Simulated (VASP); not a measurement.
# Sn3Se (I4/mmm) in VASP: single point with PBEsol

Aim: the single point of Sn3Se with PBEsol.

All numbers are computed with VASP 6.6.1; they aren't measurements. Logs are shortened: lines on timing, memory, paths and dates and some standing lists are left out, and cuts for length are marked.

## Step 1: The cell of the first run

Symmetry: I4/mmm, No. 139, tetragonal system. Conventional cell: a = 5.173 Å, b = 5.173 Å, c = 7.499 Å, α = 90.00°, β = 90.00°, γ = 90.00°. Within 4.2 Å of Sn (site symmetry -4m2) lie 10 Sn at 3.19 to 3.75 Å and 4 Se at 3.19 Å. Within 4.2 Å of Sn (site symmetry 4/mmm) lie 8 Sn at 3.19 Å and 6 Se at 3.66 to 3.75 Å. Se (site symmetry 4/mmm) has 14 Sn at 3.19 to 3.75 Å within 4.2 Å.

## Step 2: Single point, PBEsol (strain +0.0250 x Voigt [0, 0, 1, 0, 0, 0])

File INCAR:

```
PREC     = Accurate       # precision mode
ENCUT    = 520            # plane-wave cutoff, eV
EDIFF    = 1E-7           # SCF threshold, eV
ISMEAR   = 0              # smearing method
SIGMA    = 0.15           # smearing width, eV
LREAL    = False          # projectors in reciprocal space
LASPH    = True           # aspherical terms in the spheres
NELM     = 100            # most SCF steps
ALGO     = Normal         # electronic algorithm
ISIF     = 2              # what is computed and relaxed
LWAVE    = False          # write WAVECAR
LCHARG   = False          # write CHGCAR
GGA      = PS             # functional
NBANDS   = 32             # bands
```

File KPOINTS:

```
Automatic mesh
0
Gamma
  12 12 12
```

File POSCAR:

```
Sn3Se
1.0
    0.0000000000      3.6581854746      3.7496401115
    3.6581854746      0.0000000000      3.7496401115
    3.6581854746      3.6581854746      0.0000000000
Sn Se
3 1
Direct
    0.2500000000      0.2500000000      0.2500000000
    0.7500000000      0.7500000000      0.7500000000
    0.5000000000      0.5000000000      0.5000000000
    0.0000000000      0.0000000000      0.0000000000
```

Potentials or basis: VASP PAW PBE potentials, release 64 (Sn_d, Se).

Launch:

```console
$ cat potpaw_PBE.64/Sn_d/POTCAR potpaw_PBE.64/Se/POTCAR > POTCAR
$ mpirun -np 1 vasp_std > vasp.out
```

OUTCAR:

```text
PREC = Accurate
   ENCUT = 520
   EDIFF = 1E-7
   ISMEAR = 0
   LREAL = False
   LASPH = True
   NELM = 100
   ISIF = 2
   GGA = PS

 ion  position               nearest neighbor table
   1  0.250  0.250  0.250-   3 3.19   4 3.19   4 3.19   4 3.19   4 3.19   3 3.19   3 3.19   3 3.19
                             2 3.66   2 3.66   2 3.66   2 3.66   2 3.75   2 3.75
   2  0.750  0.750  0.750-   3 3.19   4 3.19   3 3.19   3 3.19   3 3.19   4 3.19   4 3.19   4 3.19
                             1 3.66   1 3.66   1 3.66   1 3.66   1 3.75   1 3.75
   3  0.500  0.500  0.500-   1 3.19   2 3.19   1 3.19   1 3.19   1 3.19   2 3.19   2 3.19   2 3.19

   4  0.000  0.000  0.000-   1 3.19   2 3.19   2 3.19   2 3.19   2 3.19   1 3.19   1 3.19   1 3.19

  LATTYP: Found a body centered tetragonal cell.
 ALAT       =     5.1734555119
 C/A-ratio  =     1.4495689014

  Lattice vectors:

 A1 = (  -3.6581854746,   0.0000000000,   3.7496401115)
 A2 = (   3.6581854746,   0.0000000000,   3.7496401115)
 A3 = (   0.0000000000,   3.6581854746,  -3.7496401115)

Analysis of symmetry for initial positions (statically):
=====================================================================
 Subroutine PRICEL returns:
 Original cell was already a primitive cell.

 Routine SETGRP: Setting up the symmetry group for a
 body centered tetragonal supercell.

 Subroutine GETGRP returns: Found 16 space group operations
 (whereof 16 operations were pure point group operations)
 out of a pool of 16 trial point group operations.

The static configuration has the point symmetry D_4h.

Analysis of symmetry for dynamics (positions and initial velocities):
=====================================================================
 Subroutine PRICEL returns:
 Original cell was already a primitive cell.

 Routine SETGRP: Setting up the symmetry group for a
 body centered tetragonal supercell.

 Subroutine GETGRP returns: Found 16 space group operations
 (whereof 16 operations were pure point group operations)
 out of a pool of 16 trial point group operations.

The dynamic configuration has the point symmetry D_4h.

 Subroutine INISYM returns: Found 16 space group operations
 (whereof 16 operations are pure point group operations),
 and found     1 'primitive' translations

----------------------------------------------------------------------------------------

                                     Primitive cell

[... 88 lines left out ...]
   ISPIN  =      1    spin polarized calculation?
   LNONCOLLINEAR =      F non collinear calculations
   LSORBIT =      F    spin-orbit coupling
   LASPH  =      T    aspherical Exc in radial PAW
   ENCUT  =  520.0 eV  38.22 Ry    6.18 a.u.   9.74  9.74  9.62*2*pi/ulx,y,z
   NELM   =    100;   NELMIN=  2; NELMDL= -5     # of ELM steps
   EDIFF  = 0.1E-06   stopping-criterion for ELM
   LREAL  =      F    real-space projection
   EDIFFG = 0.1E-05   stopping-criterion for IOM
   NSW    =      0    number of steps for IOM
   IBRION =     -1    ionic relax: 0-MD 1-quasi-New 2-CG
   NFREE  =      0    steps in history (QN), initial steepest desc. (CG)
   ISIF   =      2    stress and relaxation
   ISYM   =      2    0-nonsym 1-usesym 2-fastsym
   POTIM  = 0.5000    time-step for ionic-motion
   TEBEG  =    0.0;   TEEND  =   0.0 temperature during run
   PSTRESS=    0.0 pullay stress
   NELECT =      48.0000    total number of electrons
   NUPDOWN=      -1.0000    fix difference up-down
   EMIN   =  10.00;   EMAX   =-10.00  energy-range for DOS
   EFERMI =   0.00;   METHOD = LEGACY
   ISMEAR =     0;   SIGMA  =   0.15  broadening in eV -4-tet -1-fermi 0-gaus
   EFERMI_NEDOS =   21; number of points for ismear=-14 and -15
   IALGO  =     38    algorithm
   IMIX   =      4    mixing-type and parameters
     AMIX     =   0.40;   BMIX     =  1.00
     AMIX_MAG =   1.60;   BMIX_MAG =  1.00
  volume/ion in A,a.u.               =      25.09       169.31
  Fermi-wavevector in a.u.,A,eV,Ry     =   1.280280  2.419378 22.301533  1.639116
  Thomas-Fermi vector in A             =   2.412717
   LORBIT       =      0    0 simple, 1 ext, 2 COOP (PROOUT), +10 PAW based schemes
   GGA     = PS    functional components
   LHFCALC =     F    Hartree Fock is set to
   AEXX    =    0.0000 exact exchange contribution
   IVDW    =     0    specifies the selected vdW correction
   LEPSILON=     F    determine dielectric tensor
   LRPA    =     F    only Hartree local field effects (RPA)
 non-spin polarized calculation
 Gauss-broadening in eV      SIGMA  =   0.15
  energy-cutoff  :      520.00
  volume of cell :      100.36
 maximum number of plane-waves:      2730
   NGX = 19   NGY = 19   NGZ = 19

 number of electron      48.0000004 magnetization

 Free energy of the ion-electron system (eV)
  ---------------------------------------------------
  ext. energy  EPLUGINS =         0.00000000
  ---------------------------------------------------
  free energy    TOTEN  =       -16.68530428 eV

  energy without entropy =      -16.65831377  energy(sigma->0) =      -16.67180902

 E-fermi :   7.4727     XC(G=0): -10.6034

 val. band max:        7.4672015977   @ k =   0.4167   0.0833   0.3333
 cond. band min:       7.4730322015   @ k =   0.4167   0.3333   0.0000
 fundamental gap:      0.0058306039
 Fermi energy:         7.4726564029

 k-point     1 :       0.0000    0.0000    0.0000
  band No.  band energies     occupation
      1     -13.9901      2.00000
      2     -13.9834      2.00000
      3     -13.9475      2.00000
      4     -13.9450      2.00000
      5     -13.9450      2.00000
      6     -13.9447      2.00000
[... 829 lines left out ...]
     31      13.1571      0.00000
     32      16.1638      0.00000

 [... further k-points ...]
[... 5 lines left out ...]
  --------------------------------------------------------------------------------------
  -------------------------------------------------------------------------------------
  Total       -0.8192218     -0.8192218     -0.8210006      0.0000000     -0.0000000      0.0000000
  in kB      -13.0785944    -13.0785944    -13.1069912      0.0000000     -0.0000000      0.0000000
  external PRESSURE =     -13.0880600 kB  Pullay stress =       0.0000000 kB

 VOLUME and BASIS-vectors are now :
 -----------------------------------------------------------------------------
  energy-cutoff  :      520.00
  volume of cell :      100.36
      direct lattice vectors                 reciprocal lattice vectors
     0.000000000  3.658185475  3.749640112    -0.136679784  0.136679784  0.133346131
     3.658185475  0.000000000  3.749640112     0.136679784 -0.136679784  0.133346131
     3.658185475  3.658185475  0.000000000     0.136679784  0.136679784 -0.133346131

 POSITION                                       TOTAL-FORCE (eV/Angst)
 -----------------------------------------------------------------------------------
      1.82909      1.82909      1.87482        -0.000000     -0.000000     -0.000000
      5.48728      5.48728      5.62446         0.000000      0.000000      0.000000
      3.65819      3.65819      3.74964         0.000000      0.000000      0.000000
      0.00000      0.00000      0.00000         0.000000      0.000000     -0.000000
 -----------------------------------------------------------------------------------
    total drift:                               -0.000000     -0.000000      0.000000

  FREE ENERGIE OF THE ION-ELECTRON SYSTEM (eV)
  ---------------------------------------------------
  free  energy   TOTEN  =       -16.6853042773 eV

  energy  without entropy=      -16.6583137654  energy(sigma->0) =      -16.67180902
```

stdout:

```text
POSCAR found type information on POSCAR SnSe
 POSCAR found :  2 types and       4 ions
 scaLAPACK will be used
 -----------------------------------------------------------------------------
|                                                                             |
|                                                                             |
|     You enforced a specific xc type in the INCAR file but a different       |
|     I HOPE YOU KNOW WHAT YOU ARE DOING!                                     |
|                                                                             |
 -----------------------------------------------------------------------------

 LDA part: xc-table for (Slater+PW92), standard interpolation
 POSCAR, INCAR and KPOINTS ok, starting setup
 FFT: planning ... GRIDC
 FFT: planning ... GRID_SOFT
 FFT: planning ... GRID
 WAVECAR not read
 entering main loop
```

It took 14 min on 1 thread of Intel Xeon 8259CL, shared host; peak memory 0.55 GiB.

Results:

```yaml
Free_energy: -16.6853 eV
Pressure: -1.3 GPa
Band_gap_on_the_k_mesh: zero (bands 24 and 25 overlap by 2.28 eV)
```

Caveat: the cell differs from its parent crystal (strain +0.0250 x Voigt [0, 0, 1, 0, 0, 0]); the PAW data sets were made with another functional, which shifts forces and pressure a little; spin-orbit coupling is left out, which moves the levels of the heavy elements.
